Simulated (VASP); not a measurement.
Wanted: the native input for a VASP 6.6.1 run.

```yaml
Task: electric field gradients
Functional: PBE
Potentials_or_basis: VASP PAW PBE potentials, release 64 (Cd, Se)
Cutoff: 520 eV
k_mesh: 8 × 8 × 8
Occupations: fermi-dirac, width 0.03 eV
Spin: no spin polarisation
Dipole_correction: no
Further_INCAR_settings: ALGO = Normal; EDIFF = 1e-08; NBANDS = 16
```

The structure of CdSe lies in POSCAR:

```
CdSe
1.0
    0.0000000000      3.0496647307      3.0496647307
    3.0496647307      0.0000000000      3.0496647307
    3.0496647307      3.0496647307      0.0000000000
Cd Se
1 1
Direct
    0.0000000000      0.0000000000      0.0000000000
    0.2500000000      0.2500000000      0.2500000000
```

This cell differs from its parent crystal: volume scaled by 0.98.

One way to write it, as run:

INCAR

```
SYSTEM = CdSe
PREC = Accurate ; ENCUT = 520
EDIFF = 1E-8 ; ISMEAR = -1
SIGMA = 0.03 ; LREAL = .False.
LASPH = .True. ; NELM = 100
ALGO = Normal ; ISIF = 2
LWAVE = .False. ; LCHARG = .False.
GGA = PE ; LEFG = .True.
NBANDS = 16
```

KPOINTS

```
regular mesh
0
Gamma
  8 8 8
  0 0 0
```

Potentials or basis: VASP PAW PBE potentials, release 64 (Cd, Se).

The run is started by

```console
$ cat potpaw_PBE.64/Cd/POTCAR potpaw_PBE.64/Se/POTCAR > POTCAR
$ mpirun -np 1 vasp_std > vasp.out
```

It gave:

* Pressure: 2.7 GPa
* Band gap on the k mesh: 0.59 eV, direct

Caveat: without QUAD_EFG the Cq values of the log hold for a quadrupole moment of 1 mb, not for the nuclei.

Wall time 18 s on 1 thread of AMD EPYC 9R45 96-Core Processor (Zen 5) (shared host), peak memory 0.16 GiB.
